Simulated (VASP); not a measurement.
Wanted: the native input for a VASP 6.6.1 run.

```
Task                   : single point
Functional             : LDA
Potentials or basis    : VASP PAW LDA potentials, release 64 (Ti_sv, Si)
Cutoff                 : 520 eV
k mesh                 : 6 × 6 × 6
Occupations            : methfessel-paxton, width 0.1 eV
Spin                   : no spin polarisation
Dipole correction      : no
Further INCAR settings : ALGO = Normal; EDIFF = 1e-06; NBANDS = 28
```

The structure of Ti3Si lies in POSCAR:

```
Ti3Si
1.0
    0.0000000000      3.2160759989      3.2160759989
    3.2160759989      0.0000000000      3.2160759989
    3.2160759989      3.2160759989      0.0000000000
Ti Si
3 1
Direct
    0.7500000000      0.7500000000      0.7500000000
    0.2500000000      0.2500000000      0.2500000000
    0.0000000000      0.0000000000      0.0000000000
    0.5000000000      0.5000000000      0.5000000000
```

These files were run (other wordings do the same):

INCAR

```
PREC = Accurate
ENCUT = 520
EDIFF = 1E-6
ISMEAR = 1
SIGMA = 0.1
LREAL = F
LASPH = T
NELM = 100
ALGO = Normal
ISIF = 2
LWAVE = F
LCHARG = F
NBANDS = 28
```

KPOINTS

```
Automatic mesh
0
Gamma
  6 6 6
```

Potentials or basis: VASP PAW LDA potentials, release 64 (Ti_sv, Si).

The run is started by

```sh
$ cat potpaw_LDA.64/Ti_sv/POTCAR potpaw_LDA.64/Si/POTCAR > POTCAR
$ mpirun -np 1 vasp_std > vasp.out
```

Results of the run:

```
Pressure               : -15.8 GPa
Band gap on the k mesh : zero (band 20 reaches 8.48 eV, above the bottom of band 21 at 8.16 eV)
```

Wall time 20 s on 1 thread of Intel(R) Xeon(R) Platinum 8559C (Emerald Rapids) (shared host), peak memory 0.17 GiB.
